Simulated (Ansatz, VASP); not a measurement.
## Ti5C6 in VASP and in Ansatz

```
C Ti
1.0
     3.06384    0.00000    0.00000
    -1.53192    2.65336    0.00000
     0.00000    0.00000   27.50807
C Ti
6 5
Direct
  0.33333 0.66667 0.27265
  0.00000 0.00000 0.36359
  0.66667 0.33333 0.45453
  0.33333 0.66667 0.54547
  0.00000 0.00000 0.63641
  0.66667 0.33333 0.72735
  0.66667 0.33333 0.31812
  0.33333 0.66667 0.40906
  0.00000 0.00000 0.50000
  0.66667 0.33333 0.59094
  0.33333 0.66667 0.68188
```

Alike in both runs: task single point; functional PBE; k mesh 12 × 12 × 1; occupations gaussian, width 0.1 eV; no spin polarisation.

|  | VASP | Ansatz |
| --- | --- | --- |
| version | VASP 6.6.1 | Ansatz 0.2.0 |
| potentials or method | VASP PAW PBE potentials, release 64 (C, Ti_sv), cutoff 520 eV | scalar-relativistic, plane waves, PAW |
| valence electrons in the cell | 84 | 84 |

|  | VASP | Ansatz | Ansatz less VASP |
| --- | --- | --- | --- |
| gap on the k mesh at the Fermi level (eV) | none | none | - |
| rms of the force components (eV/Å) | 0.314 | 0.317 | +0.0028 |
| work function, face that differs most (eV) | 6.70 | 6.70 | +0.002 |

A gap of «none» marks a metal or a gap that the smearing closes. Ansatz's warnings: xc potential rough in thin density.
